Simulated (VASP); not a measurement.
A run of VASP 6.6.1:

Contents of INCAR:

```
SYSTEM = TiB2
PREC = Accurate ; ENCUT = 520
EDIFF = 1E-8 ; ISMEAR = -1
SIGMA = 0.08 ; LREAL = .FALSE.
LASPH = .TRUE. ; NELM = 80
ALGO = Normal ; ISIF = 2
LWAVE = .FALSE. ; LCHARG = .FALSE.
GGA = PE ; LEFG = .TRUE.
NBANDS = 16
```

KPOINTS

```
Automatic mesh
0
G
  15 15 13
  0 0 0
```

The input POSCAR:

```
TiB2
1.0
    3.0291982016      0.0000000000      0.0000000000
   -1.5145991008      2.6233625957      0.0000000000
    0.0000000000      0.0000000000      3.1961160000
Ti B
1 2
Direct
    0.0000000000      0.0000000000      0.0000000000
    0.3333333333      0.6666666667      0.5000000000
    0.6666666667      0.3333333333      0.5000000000
```

Potentials or basis: VASP PAW PBE potentials, release 64 (Ti_sv, B).

The run is started by

```console
$ cat potpaw_PBE.64/Ti_sv/POTCAR potpaw_PBE.64/B/POTCAR > POTCAR
$ mpirun -np 1 vasp_std > vasp.out
```

Hardware: 1 thread of AMD EPYC 7R13 (shared host).

Question: Estimate the wall time of this run.

Answer: Run time: 4 min on 1 thread of AMD EPYC 7R13 (shared host), peak memory 0.17 GiB. Counts: scf iterations 17, k points 189.
